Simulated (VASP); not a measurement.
Wanted: the native input for a VASP 6.6.1 run.

```yaml
Task: single point
Functional: r2SCAN
Potentials_or_basis: VASP PAW PBE potentials, release 64 (Ga_d, N)
Cutoff: 520 eV
k_mesh: 8 × 8 × 8
Occupations: gaussian, width 0.01 eV
Spin: no spin polarisation
Dipole_correction: no
Further_INCAR_settings: ALGO = Normal; EDIFF = 1e-06; NBANDS = 16
```

GaN:

```xyz
2
Lattice="0.0000 2.2712 2.2712 2.2712 0.0000 2.2712 2.2712 2.2712 0.0000" Properties=species:S:1:pos:R:3 pbc="T T T"
Ga    0.0000    0.0000    0.0000
N     1.1356    1.1356    1.1356
```

This cell differs from its parent crystal: volume changed by +3%.

These files were run (other wordings do the same):

POSCAR

```
GaN
1.0
    0.0000000000      2.2712208478      2.2712208478
    2.2712208478      0.0000000000      2.2712208478
    2.2712208478      2.2712208478      0.0000000000
Ga N
1 1
Direct
    0.0000000000      0.0000000000      0.0000000000
    0.2500000000      0.2500000000      0.2500000000
```

INCAR.step1

```
SYSTEM = GaN
PREC     = Accurate       ! precision mode
ENCUT    = 520            ! plane-wave cutoff, eV
ISMEAR   = 0              ! smearing method
SIGMA    = 0.01           ! smearing width, eV
LREAL    = .False.        ! projectors in reciprocal space
LASPH    = .True.         ! aspherical terms in the spheres
NELM     = 80             ! most SCF steps
NBANDS   = 16             ! bands
GGA      = PE             ! functional
ALGO     = Normal         ! electronic algorithm
EDIFF    = 1E-4           ! SCF threshold, eV
LWAVE    = .True.         ! write WAVECAR
LCHARG   = .False.        ! write CHGCAR
```

INCAR.step2

```
SYSTEM = GaN
PREC     = Accurate       ! precision mode
ENCUT    = 520            ! plane-wave cutoff, eV
EDIFF    = 1E-6           ! SCF threshold, eV
ISMEAR   = 0              ! smearing method
SIGMA    = 0.01           ! smearing width, eV
LREAL    = .False.        ! projectors in reciprocal space
LASPH    = .True.         ! aspherical terms in the spheres
NELM     = 80             ! most SCF steps
ALGO     = Normal         ! electronic algorithm
ISIF     = 2              ! what is computed and relaxed
LWAVE    = .False.        ! write WAVECAR
LCHARG   = .False.        ! write CHGCAR
METAGGA  = R2SCAN         ! meta-GGA
LMIXTAU  = .True.       
NBANDS   = 16             ! bands
ISTART   = 1
```

KPOINTS

```
regular mesh
0
Gamma
  8 8 8
  0 0 0
```

Potentials or basis: VASP PAW PBE potentials, release 64 (Ga_d, N).

Run with:

```bash
$ cat potpaw_PBE.64/Ga_d/POTCAR potpaw_PBE.64/N/POTCAR > POTCAR
$ cp INCAR.step1 INCAR
$ mpirun -np 1 vasp_std > vasp.out
$ cp INCAR.step2 INCAR
$ mpirun -np 1 vasp_std > vasp.out
```

It gave:

```json
{
  "Pressure": "-4.5 GPa",
  "Band gap on the k mesh": "1.96 eV, direct"
}
```

Caveat: the PAW data sets were made with another functional, which shifts forces and pressure a little.

Wall time 19 s on 1 thread of Intel(R) Xeon(R) 6975P-C (Granite Rapids) (shared host), peak memory 0.14 GiB.
